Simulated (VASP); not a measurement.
A run of VASP 6.6.1 is set up as follows.

The input INCAR:

```
SYSTEM = P
ALGO     = Normal         ! electronic algorithm
EDIFF    = 1E-6           ! SCF threshold, eV
EDIFFG   = -0.005         ! ionic threshold
ENCUT    = 600            ! plane-wave cutoff, eV
GGA      = PE             ! functional
IBRION   = 2              ! ionic algorithm
ISIF     = 3              ! what is computed and relaxed
ISMEAR   = -1             ! smearing method
LASPH    = .True.         ! aspherical terms in the spheres
LCHARG   = .False.        ! write CHGCAR
LREAL    = .False.        ! projectors in reciprocal space
LWAVE    = .False.        ! write WAVECAR
NELM     = 100            ! most SCF steps
NSW      = 60             ! ionic steps
PREC     = Accurate       ! precision mode
PSTRESS  = 22.0         
SIGMA    = 0.05           ! smearing width, eV
```

KPOINTS

```
k-points
0
Gamma
  17 17 17
  0 0 0
```

The input POSCAR:

```
P
1.0
    0.0000000000      1.9184950383      1.9184950383
    1.9184950383      0.0000000000      1.9184950383
    1.9184950383      1.9184950383      0.0000000000
P
1
Direct
    0.0000000000      0.0000000000      0.0000000000
```

Potentials or basis: VASP PAW PBE potentials, release 64 (P).

The run is started by

```sh
$ cat potpaw_PBE.64/P/POTCAR > POTCAR
$ mpirun -np 1 vasp_std > vasp.out
```

Task: What does it give for the band gap on the k mesh?

Result: Zero (an odd number of electrons rules out a gap without spin polarisation).

Task: Predict the relaxed volume.

Result: 14.10 Å³/atom.

Task: Predict the space group after relaxing (to 0.1 Å).

Result: Fm-3m (No. 225).

Task: Estimate the relaxed cell.

Result: a = 2.711 Å, b = 2.711 Å, c = 2.711 Å, α = 60.00°, β = 60.00°, γ = 60.00°.

Final structure:
```
P
1.0
     0.00000    1.91727    1.91727
     1.91727    0.00000    1.91727
     1.91727    1.91727    0.00000
P
1
Direct
  0.00000 0.00000 0.00000
```

Caveat: the cell is relaxed towards a set pressure, so the run minimises the enthalpy, not the energy.
